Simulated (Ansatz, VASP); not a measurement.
Zn7CuSe8: VASP beside Ansatz

```
CELL_PARAMETERS angstrom
0.00000 5.66760 5.66760
5.66760 0.00000 5.66760
5.66760 5.66760 0.00000
ATOMIC_POSITIONS crystal
Cu 0.00000 0.00000 0.00000
Zn 0.00268 0.00268 0.49732
Zn 0.00268 0.49732 0.00268
Zn 0.00268 0.49732 0.49732
Zn 0.49732 0.00268 0.00268
Zn 0.49732 0.00268 0.49732
Zn 0.49732 0.49732 0.00268
Zn 0.50000 0.50000 0.50000
Se 0.12306 0.12306 0.12306
Se 0.12306 0.12306 0.63081
Se 0.12306 0.63081 0.12306
Se 0.12439 0.62520 0.62520
Se 0.63081 0.12306 0.12306
Se 0.62520 0.12439 0.62520
Se 0.62520 0.62520 0.12439
Se 0.62520 0.62520 0.62520
```

Alike in both runs: functional PBEsol; k mesh 3 × 3 × 3; occupations gaussian, width 0.05 eV; collinear spin; Hubbard terms Cu d U = 5.0 eV.

Ansatz relaxed the structure, and its values are those at the end. VASP's run is a single point on that final structure, the one shown.

```csv
,VASP,Ansatz
version,VASP 6.6.1,Ansatz 0.2.0
potentials or method,"VASP PAW PBE potentials, release 64 (Cu, Zn, Se), cutoff 520 eV","scalar-relativistic, plane waves, PAW"
valence electrons in the cell,143,231
```

```csv
,VASP,Ansatz,Ansatz less VASP
gap on the k mesh at the Fermi level (eV),none,none,-
pressure (GPa),-1.9,-2.1,-0.18
rms of the force components (eV/Å),0.030,0.003,-0.0274
net moment per atom (μB),0.00,0.00,-0.003
```

VASP's potentials were made for PBE, not for PBEsol. The programs project onto different local orbitals, so the same U acts differently, and such runs can settle in different states. A gap of «none» marks a metal or a gap that the smearing closes. VASP's potentials hold 143 valence electrons a cell and Ansatz's 231, so a difference there can come from the potentials and not from the codes. Ansatz's warnings: filled band counts differ across k points, seeded moment not kept, stress scf threshold loose.
